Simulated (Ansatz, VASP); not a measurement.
Te in VASP and in Ansatz

INCAR

```
SYSTEM = Te
PREC = Accurate
ENCUT = 520
EDIFF = 1E-6
ISMEAR = -1
SIGMA = 0.05
LREAL = .False.
LASPH = .True.
NELM = 150
ALGO = Normal
ISIF = 2
LWAVE = .False.
LCHARG = .False.
MAGMOM = 0 0 0 0 0 0 0 0 0
LORBIT = 11
LSORBIT = .True.
GGA_COMPAT = .False.
LORBMOM = .True.
NBANDS = 31
```

The input KPOINTS:

```
regular mesh
0
Gamma
  5 5 4
  0 0 0
```

The input POSCAR:

```
Te
1.0
    4.4540000000      0.0000000000      0.0000000000
   -2.2270000000      3.8572771485      0.0000000000
    0.0000000000      0.0000000000      5.9240000000
Te
3
Direct
    0.7310000000      0.7310000000      0.0000000000
    0.0000000000      0.2690000000      0.6666666667
    0.2690000000      0.0000000000      0.3333333333
```

Contents of input.yaml:

```yaml
crystal:
  lattice:
    - [4.454, 0.0, 0.0]
    - [-2.227, 3.8572771485, 0.0]
    - [0.0, 0.0, 5.924]
  atoms:
    - { symbol: Te, position: [0.731, 0.731, 0.0] }
    - { symbol: Te, position: [0.0, 0.269, 0.6666666667] }
    - { symbol: Te, position: [0.269, 0.0, 0.3333333333] }
hamiltonian:
  xc: lda
  pseudopotentials: { kind: paw_fr }
magnetization:
  noncollinear: true
  spin_orbit: true
kpoints:
  mp_grid: { grid: [5, 5, 4] }
  band_path:
    path:
      - [[0.0, 0.0, 0.0], [0.5, 0.0, 0.0], [0.3333333333, 0.3333333333, 0.0], [0.0, 0.0, 0.0], [0.0, 0.0, 0.5], [0.5, 0.0, 0.5], [0.3333333333, 0.3333333333, 0.5], [0.0, 0.0, 0.5]]
      - [[0.5, 0.0, 0.5], [0.5, 0.0, 0.0]]
      - [[0.3333333333, 0.3333333333, 0.0], [0.3333333333, 0.3333333333, 0.5]]
    npoints: 14
scf:
  occupations: { method: fermi_dirac, width: 0.05 }
  n_extra_bands: 7
output:
  forces: true
  stress: true
  eigenvalues: true
  fatbands: true
  write_density: true
  write_potential: true
  elf: true
  volumetric_format: npy
```

Alike in both runs: functional LDA; k mesh 5 × 5 × 4; occupations fermi-dirac, width 0.05 eV; non-collinear spin, spin-orbit coupling.

```csv
,VASP,Ansatz
version,VASP 6.6.1,Ansatz 0.2.0
potentials or method,"VASP PAW LDA potentials, release 64 (Te)",Ansatz PAW
plane-wave cutoff (eV),520,420
valence electrons in the cell,18,48
task,single point,band structure
```

```csv
,VASP,Ansatz,Ansatz less VASP
pressure (GPa),-1.5,-1.6,-0.11
"traceless stress, the component that is largest in VASP (GPa)",0.25,0.19,-0.060
rms of the force components (eV/Å),0.060,0.043,-0.0179
net moment per atom (μB),0.00,0.00,0.000
```

LDA's correlation is that of Perdew and Zunger in VASP and of Perdew and Wang (1992) in Ansatz. Atom by atom the forces differ by 0.018 eV/Å (rms over components). VASP's potentials hold 18 valence electrons a cell and Ansatz's 48, so a difference there can come from the potentials and not from the codes.
